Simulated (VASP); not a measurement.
# Si16B (a cell with a defect) in VASP: single point with PBE

Aim: the single point of Si16B (a cell with a defect) with PBE.

Everything below comes from runs of VASP 6.6.1. Logs are shortened: lines on timing, memory, paths and dates and some standing lists are left out, and cuts for length are marked.

### Step 1. The cell of the first run

The cell holds a defect, 17 atoms: a = 7.679 Å, b = 7.679 Å, c = 7.679 Å, α = 60.00°, β = 60.00°, γ = 60.00°.

### Step 2. Single point, PBE, collinear spin

INCAR reads:

```
SYSTEM = Si16B
  PREC = Accurate
  ENCUT = 520
  EDIFF = 1E-7
  ISMEAR = -1
  SIGMA = 0.05
  LREAL = Auto
  LASPH = .True.
  NELM = 150
  ALGO = Normal
  ISIF = 2
  LWAVE = .False.
  LCHARG = .False.
  ISPIN = 2
  MAGMOM = 0 0 0 0 0 0 0 0 0 0 0 0 0 0 0 0 1
  LORBIT = 11
  GGA = PE
  NBANDS = 52
```

KPOINTS reads:

```
Automatic mesh
0
Gamma
  2 2 2
  0 0 0
```

POSCAR reads:

```
Si16B
1.0
    0.0000000000      5.4300000000      5.4300000000
    5.4300000000      0.0000000000      5.4300000000
    5.4300000000      5.4300000000      0.0000000000
Si B
16 1
Direct
    0.0022112232      0.0059514936     -0.0072882831
    0.1307429951      0.1144872748      0.1273501352
    0.0022416757      0.0057912206      0.4990505144
    0.1330787457      0.1291475427      0.6187999296
   -0.0053730010      0.4923130703      0.0067391489
    0.1329523825      0.6322883129      0.1119334961
   -0.0022620007      0.4999544569      0.5011700060
    0.1328278999      0.6320927411      0.6232986733
    0.5032829379      0.0022222961     -0.0028066101
    0.6293369518      0.1288746981      0.1180253208
    0.5072507281      0.0085245565      0.4920488287
    0.6293454007      0.1288426769      0.6236538605
    0.5066720197      0.5018647512     -0.0072553223
    0.6172177135      0.6295268011      0.1266255328
    0.5065883964      0.5018493898      0.4987005226
    0.6270995082      0.6344150811      0.6191908321
    0.1941453233      0.7005715364      0.3029034145
```

Potentials or basis: VASP PAW PBE potentials, release 64 (Si, B).

Launch:

```sh
cat potpaw_PBE.64/Si/POTCAR potpaw_PBE.64/B/POTCAR > POTCAR
mpirun -np 1 vasp_std > vasp.out
```

OUTCAR:

```text
SYSTEM = Si16B
   PREC = Accurate
   ENCUT = 520
   EDIFF = 1E-7
   ISMEAR = -1
   LREAL = Auto
   LASPH = .True.
   NELM = 150
   ISIF = 2
   ISPIN = 2
   LORBIT = 11
   GGA = PE

 ion  position               nearest neighbor table
   1  0.002  0.006  0.993-   2 2.33  10 2.34   6 2.34   4 2.34
   2  0.131  0.114  0.127-   3 2.33   1 2.33   9 2.34   5 2.37  17 2.64
   3  0.002  0.006  0.499-   2 2.33  12 2.34   8 2.34   4 2.35
   4  0.133  0.129  0.619-   7 2.33   1 2.34   3 2.35  11 2.35
   5  0.995  0.492  0.007-  14 2.37   2 2.37   8 2.41   6 2.41
   6  0.133  0.632  0.112-  17 2.09   1 2.34  13 2.34   5 2.41   7 2.44
   7  0.998  0.500  0.501-  17 2.16  16 2.33   4 2.33   6 2.44   8 2.44
   8  0.133  0.632  0.623-  17 2.08   3 2.34  15 2.34   5 2.41   7 2.44
   9  0.503  0.002  0.997-   2 2.34  14 2.34  10 2.34  12 2.34
  10  0.629  0.129  0.118-   1 2.34  13 2.34   9 2.34  11 2.35
  11  0.507  0.009  0.492-  12 2.35  10 2.35  16 2.35   4 2.35
  12  0.629  0.129  0.624-   3 2.34  15 2.34   9 2.34  11 2.35
  13  0.507  0.502  0.993-  14 2.33  10 2.34  16 2.34   6 2.34
  14  0.617  0.630  0.127-  15 2.33  13 2.33   9 2.34   5 2.37
  15  0.507  0.502  0.499-  14 2.33  12 2.34  16 2.34   8 2.34
  16  0.627  0.634  0.619-   7 2.33  13 2.34  15 2.34  11 2.35
  17  0.194  0.701  0.303-   8 2.08   6 2.09   7 2.16   2 2.64

  LATTYP: Found a face centered cubic cell.
 ALAT       =    10.8600000000

  Lattice vectors:

 A1 = (   0.0000000000,   5.4300000000,   5.4300000000)
 A2 = (   5.4300000000,   0.0000000000,   5.4300000000)
 A3 = (   5.4300000000,   5.4300000000,   0.0000000000)

Analysis of symmetry for initial positions (statically):
=====================================================================
 Subroutine PRICEL returns:
 Original cell was already a primitive cell.

 Routine SETGRP: Setting up the symmetry group for a
 face centered cubic supercell.

 Subroutine GETGRP returns: Found  1 space group operations
 (whereof  1 operations were pure point group operations)
 out of a pool of 48 trial point group operations.

The static configuration has the point symmetry C_1 .

Analysis of symmetry for dynamics (positions and initial velocities):
=====================================================================
 Subroutine PRICEL returns:
 Original cell was already a primitive cell.

 Routine SETGRP: Setting up the symmetry group for a
 face centered cubic supercell.

 Subroutine GETGRP returns: Found  1 space group operations
 (whereof  1 operations were pure point group operations)
 out of a pool of 48 trial point group operations.

The dynamic configuration has the point symmetry C_1 .

Analysis of structural, dynamic, and magnetic symmetry:
=====================================================================
 Subroutine PRICEL returns:
 Original cell was already a primitive cell.

 Routine SETGRP: Setting up the symmetry group for a
 face centered cubic supercell.

 Subroutine GETGRP returns: Found  1 space group operations
 (whereof  1 operations were pure point group operations)
 out of a pool of 48 trial point group operations.

The overall configuration has the point symmetry C_1 .

 Subroutine INISYM returns: Found  1 space group operations
 (whereof  1 operations are pure point group operations),
 and found     1 'primitive' translations

----------------------------------------------------------------------------------------

                                     Primitive cell

  volume of cell :     320.2060

  direct lattice vectors                    reciprocal lattice vectors
     0.000000000  5.430000000  5.430000000    -0.092081031  0.092081031  0.092081031
     5.430000000  0.000000000  5.430000000     0.092081031 -0.092081031  0.092081031
     5.430000000  5.430000000  0.000000000     0.092081031  0.092081031 -0.092081031

  length of vectors
     7.679179644  7.679179644  7.679179644     0.159489025  0.159489025  0.159489025

  position of ions in fractional coordinates (direct lattice)
     0.002211223  0.005951494  0.992711717
     0.130742995  0.114487275  0.127350135
     0.002241676  0.005791221  0.499050514
     0.133078746  0.129147543  0.618799930
     0.994626999  0.492313070  0.006739149
     0.132952383  0.632288313  0.111933496
[... 9 lines left out ...]
     0.627099508  0.634415081  0.619190832
     0.194145323  0.700571536  0.302903415

  ion indices of the primitive-cell ions
   primitive index   ion index
                 1           1
                 2           2
                 3           3
                 4           4
                 5           5
                 6           6
[... 9 lines left out ...]
                16          16
                17          17

----------------------------------------------------------------------------------------

 KPOINTS: Automatic mesh

Automatic generation of k-mesh.
 Grid dimensions read from file:
 generate k-points for:    2    2    2

 Generating k-lattice:

  Cartesian coordinates                     Fractional coordinates (reciprocal lattice)
    -0.046040516  0.046040516  0.046040516     0.500000000  0.000000000  0.000000000
     0.046040516 -0.046040516  0.046040516     0.000000000  0.500000000  0.000000000
     0.046040516  0.046040516 -0.046040516     0.000000000  0.000000000  0.500000000

  Length of vectors
     0.079744512  0.079744512  0.079744512

  Shift w.r.t. Gamma in fractional coordinates (k-lattice)
     0.000000000  0.000000000  0.000000000

 Subroutine IBZKPT returns following result:
 ===========================================

 Found      8 irreducible k-points:

 Following reciprocal coordinates:
            Coordinates               Weight
  0.000000  0.000000  0.000000      1.000000
  0.500000  0.000000  0.000000      1.000000
  0.000000  0.500000  0.000000      1.000000
  0.000000  0.000000  0.500000      1.000000
  0.500000  0.500000  0.500000      1.000000
  0.500000  0.500000  0.000000      1.000000
  0.000000  0.500000  0.500000      1.000000
  0.500000  0.000000  0.500000      1.000000
   k-points           NKPTS =      8   k-points in BZ     NKDIM =      8   number of bands    NBANDS=     52
   number of dos      NEDOS =    301   number of ions     NIONS =     17
   total plane-waves  NPLWV = 216000
   dimension x,y,z NGX =    60 NGY =   60 NGZ =   60
   dimension x,y,z NGXF=   120 NGYF=  120 NGZF=  120
   ions per type =              16   1
   NGX,Y,Z   is equivalent  to a cutoff of  12.99, 12.99, 12.99 a.u.
   NGXF,Y,Z  is equivalent  to a cutoff of  25.98, 25.98, 25.98 a.u.
 SYSTEM =  Si16B
   PREC   = accura    normal or accurate (medium, high low for compatibility)
   ISTART =      0    job   : 0-new  1-cont  2-samecut
   ICHARG =      2    charge: 1-file 2-atom 10-const
   ISPIN  =      2    spin polarized calculation?
   LNONCOLLINEAR =      F non collinear calculations
   LSORBIT =      F    spin-orbit coupling
   LASPH  =      T    aspherical Exc in radial PAW
   ENCUT  =  520.0 eV  38.22 Ry    6.18 a.u.  14.28 14.28 14.28*2*pi/ulx,y,z
   NELM   =    150;   NELMIN=  2; NELMDL= -5     # of ELM steps
   EDIFF  = 0.1E-06   stopping-criterion for ELM
   LREAL  =      T    real-space projection
   EDIFFG = 0.1E-05   stopping-criterion for IOM
   NSW    =      0    number of steps for IOM
   IBRION =     -1    ionic relax: 0-MD 1-quasi-New 2-CG
   NFREE  =      0    steps in history (QN), initial steepest desc. (CG)
   ISIF   =      2    stress and relaxation
   ISYM   =      2    0-nonsym 1-usesym 2-fastsym
   POTIM  = 0.5000    time-step for ionic-motion
   TEBEG  =    0.0;   TEEND  =   0.0 temperature during run
   PSTRESS=    0.0 pullay stress
   NELECT =      67.0000    total number of electrons
   NUPDOWN=      -1.0000    fix difference up-down
   EMIN   =  10.00;   EMAX   =-10.00  energy-range for DOS
   EFERMI =   0.00;   METHOD = LEGACY
   ISMEAR =    -1;   SIGMA  =   0.05  broadening in eV -4-tet -1-fermi 0-gaus
   EFERMI_NEDOS =   21; number of points for ismear=-14 and -15
   IALGO  =     38    algorithm
   IMIX   =      4    mixing-type and parameters
     AMIX     =   0.40;   BMIX     =  1.00
     AMIX_MAG =   1.60;   BMIX_MAG =  1.00
  volume/ion in A,a.u.               =      18.84       127.11
  Fermi-wavevector in a.u.,A,eV,Ry     =   0.971904  1.836632 12.852022  0.944597
  Thomas-Fermi vector in A             =   2.102159
   LORBIT       =     11    0 simple, 1 ext, 2 COOP (PROOUT), +10 PAW based schemes
   GGA     = PE    functional components
   LHFCALC =     F    Hartree Fock is set to
   AEXX    =    0.0000 exact exchange contribution
   IVDW    =     0    specifies the selected vdW correction
   LEPSILON=     F    determine dielectric tensor
   LRPA    =     F    only Hartree local field effects (RPA)
 spin polarized calculation
  energy-cutoff  :      520.00
  volume of cell :      320.21
 maximum number of plane-waves:      8646
 NGX is ok and might be reduce to    60
   NGX = 29   NGY = 29   NGZ = 29

 number of electron      67.0000000 magnetization      -0.0000159

 number of electron      67.0000000 magnetization       0.0000104

 Free energy of the ion-electron system (eV)
  ---------------------------------------------------
  ext. energy  EPLUGINS =         0.00000000
  ---------------------------------------------------
  free energy    TOTEN  =       -88.69950611 eV

  energy without entropy =      -88.67192209  energy(sigma->0) =      -88.68571410

 E-fermi :   6.4167     XC(G=0):  -9.5701

 val. band max:        6.2204178884   @ k =   0.5000   0.5000   0.5000
 cond. band min:       6.4258626682   @ k =   0.0000   0.5000   0.5000
 fundamental gap:      0.2054447797
 Fermi energy:         6.4166678904

 spin component 1

 k-point     1 :       0.0000    0.0000    0.0000
  band No.  band energies     occupation
      1      -6.3294      1.00000
      2      -4.2537      1.00000
      3      -3.9136      1.00000
      4      -3.7187      1.00000
      5      -3.6494      1.00000
      6      -2.5111      1.00000
[... 373 lines left out ...]
     44      10.0134      0.00000
     45      10.1529      0.00000
 Fermi energy:         6.4166678904

 spin component 2

 k-point     1 :       0.0000    0.0000    0.0000
  band No.  band energies     occupation
      1      -6.3294      1.00000
      2      -4.2537      1.00000
      3      -3.9136      1.00000
      4      -3.7187      1.00000
      5      -3.6494      1.00000
      6      -2.5111      1.00000
[... 373 lines left out ...]
     44      10.0134      0.00000
     45      10.1529      0.00000
 [bands above 45 left out]

------------------------ aborting loop because EDIFF is reached ----------------------------------------

  FORCE on cell =-STRESS in cart. coord.  units (eV):
  Direction    XX          YY          ZZ          XY          YZ          ZX
  --------------------------------------------------------------------------------------
  -------------------------------------------------------------------------------------
  Total        5.7306229      5.7332002      8.0807817     -1.5334476      0.0309474     -0.0500148
  in kB       28.6736469     28.6865422     40.4328611     -7.6727320      0.1548480     -0.2502530
  external PRESSURE =      32.5976834 kB  Pullay stress =       0.0000000 kB

 VOLUME and BASIS-vectors are now :
 -----------------------------------------------------------------------------
  energy-cutoff  :      520.00
  volume of cell :      320.21
      direct lattice vectors                 reciprocal lattice vectors
     0.000000000  5.430000000  5.430000000    -0.092081031  0.092081031  0.092081031
     5.430000000  0.000000000  5.430000000     0.092081031 -0.092081031  0.092081031
     5.430000000  5.430000000  0.000000000     0.092081031  0.092081031 -0.092081031

 POSITION                                       TOTAL-FORCE (eV/Angst)
 -----------------------------------------------------------------------------------
      5.42274      5.40243      0.04432         0.013814      0.000042     -0.004795
      1.31318      1.40145      1.33160        -0.003270      0.002345      0.052909
      2.74129      2.72202      0.04362         0.002019     -0.013645     -0.004806
      4.06135      4.08270      1.42389        -0.016644      0.016938     -0.014256
      2.70985      5.43742      8.07408         0.012031     -0.011385     -0.012970
      4.04112      1.32973      4.15526        -0.014246     -0.007595     -0.000568
[... 9 lines left out ...]
      6.80708      6.76736      6.85002         0.009185     -0.008942     -0.004419
      5.44887      2.69897      4.85831        -0.003801      0.001340     -0.023360
 -----------------------------------------------------------------------------------
    total drift:                               -0.004892      0.004835      0.000959

  FREE ENERGIE OF THE ION-ELECTRON SYSTEM (eV)
  ---------------------------------------------------
  free  energy   TOTEN  =       -88.6995061081 eV

  energy  without entropy=      -88.6719220948  energy(sigma->0) =      -88.68571410

 total charge

# of ion       s       p       d       tot
------------------------------------------
    1        0.751   0.937   0.000   1.689
    2        0.742   0.944   0.000   1.687
    3        0.751   0.937   0.000   1.688
    4        0.750   0.952   0.000   1.702
    5        0.778   0.905   0.000   1.683
    6        0.742   0.934   0.000   1.676
[... 9 lines left out ...]
   16        0.749   0.954   0.000   1.703
   17        0.801   0.873   0.000   1.674
--------------------------------------------------
tot         12.763  15.958   0.000  28.722

 magnetization (x)

# of ion       s       p       d       tot
------------------------------------------
    1        0.000  -0.000   0.000   0.000
    2        0.000  -0.000   0.000  -0.000
    3        0.000  -0.000   0.000   0.000
    4        0.000   0.000   0.000   0.000
    5        0.000  -0.000   0.000  -0.000
    6        0.000  -0.000   0.000  -0.000
[... 9 lines left out ...]
   16        0.000   0.000   0.000   0.000
   17        0.000   0.000   0.000   0.000
--------------------------------------------------
tot          0.000   0.000   0.000   0.000
```

It took 5 min on 1 thread of AMD EPYC 9R45 (Zen 5), shared host; peak memory 0.67 GiB.

What came out:

```
Free energy                                           : -88.6995 eV
Pressure                                              : 3.3 GPa
Largest force                                         : 0.053 eV/Å
Net moment                                            : 0.00 μB per cell
Valence electrons inside the program's atomic spheres : Si 1.69, 1.70, 1.68 (each value once); B 1.67
```

Forces in eV/Å, atoms in the order of the input:
```
Si   0.014  0.000 -0.005
Si  -0.003  0.002  0.053
Si   0.002 -0.014 -0.005
Si  -0.017  0.017 -0.014
Si   0.012 -0.011 -0.013
Si  -0.014 -0.008 -0.001
Si   0.001  0.000  0.009
Si   0.007  0.014  0.000
Si  -0.006  0.006 -0.025
Si  -0.005 -0.011 -0.012
Si  -0.004  0.005  0.018
Si   0.011  0.005 -0.012
Si   0.020  0.022  0.000
Si  -0.002  0.000  0.033
Si  -0.021 -0.019  0.000
Si   0.009 -0.009 -0.004
B   -0.004  0.001 -0.023
```

Levels at points of the mesh, in eV from the Fermi level:
Spin up:
| k point | band 30 | band 31 | band 32 | band 33 | band 34 | band 35 | band 36 | band 37 |
| --- | --- | --- | --- | --- | --- | --- | --- | --- |
| (0.00, 0.00, 0.00) | -1.57 | -0.78 | -0.56 | -0.52 | -0.26 | 0.15 | 0.16 | 0.28 |
| (0.50, 0.00, 0.00) | -1.31 | -1.26 | -1.19 | -1.17 | 0.21 | 0.59 | 1.02 | 1.10 |
| (0.00, 0.50, 0.00) | -1.29 | -1.24 | -1.19 | -1.17 | 0.18 | 0.55 | 1.02 | 1.10 |
| (0.00, 0.00, 0.50) | -1.32 | -1.21 | -1.16 | -1.01 | -0.20 | 0.46 | 1.02 | 1.12 |
| (0.50, 0.50, 0.50) | -1.32 | -1.21 | -1.16 | -1.01 | -0.20 | 0.46 | 1.02 | 1.11 |
| (0.50, 0.50, 0.00) | -1.89 | -1.75 | -1.75 | -0.57 | 0.37 | 0.94 | 1.17 | 1.25 |
| (0.00, 0.50, 0.50) | -1.86 | -1.74 | -1.72 | -0.59 | 0.01 | 0.71 | 1.28 | 1.40 |
| (0.50, 0.00, 0.50) | -1.86 | -1.74 | -1.72 | -0.59 | 0.01 | 0.71 | 1.28 | 1.40 |
Spin down:
```tsv
k point	band 31	band 32	band 33	band 34	band 35	band 36
(0.00, 0.00, 0.00)	-0.78	-0.56	-0.52	-0.26	0.15	0.16
(0.50, 0.00, 0.00)	-1.26	-1.19	-1.17	0.21	0.59	1.02
(0.00, 0.50, 0.00)	-1.24	-1.19	-1.17	0.18	0.55	1.02
(0.00, 0.00, 0.50)	-1.21	-1.16	-1.01	-0.20	0.46	1.02
(0.50, 0.50, 0.50)	-1.21	-1.16	-1.01	-0.20	0.46	1.02
(0.50, 0.50, 0.00)	-1.75	-1.75	-0.57	0.37	0.94	1.17
(0.00, 0.50, 0.50)	-1.74	-1.72	-0.59	0.01	0.71	1.28
(0.50, 0.00, 0.50)	-1.74	-1.72	-0.59	0.01	0.71	1.28
```

Caveat: the k points lie up to 0.50 Å⁻¹ apart.
